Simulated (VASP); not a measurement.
# NaH: single point with r2SCAN

Crystal: NaH.

```xyz
2
Lattice="2.9157 0.0000 0.0000 0.0000 2.9157 0.0000 0.0000 0.0000 2.9551" Properties=species:S:1:pos:R:3 pbc="T T T"
Na    0.0000    0.0000    0.0000
H     1.4579    1.4579    1.4776
```

```
Program                : VASP 6.6.1
Task                   : single point
Functional             : r2SCAN
Potentials or basis    : VASP PAW PBE potentials, release 64 (Na_pv, H)
Cutoff                 : 520 eV
k mesh                 : 6 × 6 × 6
Occupations            : gaussian, width 0.02 eV
Spin                   : no spin polarisation
Dipole correction      : no
Further INCAR settings : ALGO = Normal; EDIFF = 1e-06; NBANDS = 11
```

```yaml
Pressure: -0.1 GPa
Band_gap_on_the_k_mesh: 1.51 eV, indirect (least direct gap 5.15 eV)
```

Stress tensor (GPa, compression positive):
```
 0.48  0.00  0.00
 0.00  0.48  0.00
 0.00  0.00 -1.35
```

Levels at points of the mesh, in eV from the valence-band top:
```
           k point  band 1  band 2  band 3  band 4  band 5  band 6  band 7  band 8
(0.00, 0.00, 0.00)  -25.49  -25.49  -25.49   -6.09    9.90   11.59   11.81   13.17
(0.50, 0.00, 0.00)  -25.68  -25.48  -25.48   -3.54    1.65   12.13   14.93   14.99
(0.50, 0.50, 0.00)  -25.65  -25.65  -25.46   -1.82    4.94    4.94    7.96   15.66
(0.00, 0.00, 0.50)  -25.66  -25.48  -25.48   -3.63    1.51   12.26   14.95   15.37
(0.50, 0.00, 0.50)  -25.65  -25.63  -25.46   -1.90    4.80    4.84    7.84   16.00
(0.50, 0.50, 0.50)  -25.62  -25.62  -25.60    0.00    7.27    7.33    7.33   10.25
```

It took 42 s on 1 thread of AMD EPYC 7R13 Processor (Zen 3), with other jobs on the host, peak memory 0.11 GiB.

Caveat: the PAW data sets were made with another functional, which shifts forces and pressure a little. r2SCAN opens gaps a little over a GGA but as a rule still falls short of measured ones.
